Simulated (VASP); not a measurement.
AlAs, 2 atoms in the cell. The structure is cubic, space group F-43m (No. 216). The conventional cell has a = 5.642 Å, b = 5.642 Å, c = 5.642 Å, α = 90.00°, β = 90.00°, γ = 90.00°. Within 3.2 Å of Al (site symmetry -43m) lie 4 As at 2.44 Å. Within 3.2 Å of As (site symmetry -43m) lie 4 Al at 2.44 Å. 

| Quantity | Value |
| --- | --- |
| Program | VASP 6.6.1 |
| Task | electric field gradients |
| Functional | PBEsol |
| Potentials or basis | VASP PAW PBE potentials, release 64 (Al, As) |
| Cutoff | 400 eV |
| k mesh | 10 × 10 × 10 |
| Occupations | fermi-dirac, width 0.05 eV |
| Spin | no spin polarisation |
| Dipole correction | no |
| Further INCAR settings | ALGO = Normal; EDIFF = 1e-08; NBANDS = 11 |

Potentials or basis: VASP PAW PBE potentials, release 64 (Al, As).

Run with:

```console
$ cat potpaw_PBE.64/Al/POTCAR potpaw_PBE.64/As/POTCAR > POTCAR
$ mpirun -np 1 vasp_std > vasp.out
```

Hardware: 1 thread of Intel(R) Xeon(R) 6975P-C (Granite Rapids) (shared host).

**Question.** Estimate the wall time of this run.

**Answer.** It took 9.3 s on 1 thread of Intel(R) Xeon(R) 6975P-C (Granite Rapids), with other jobs on the host, peak memory 0.16 GiB. Counts: scf iterations 14, k points 47.
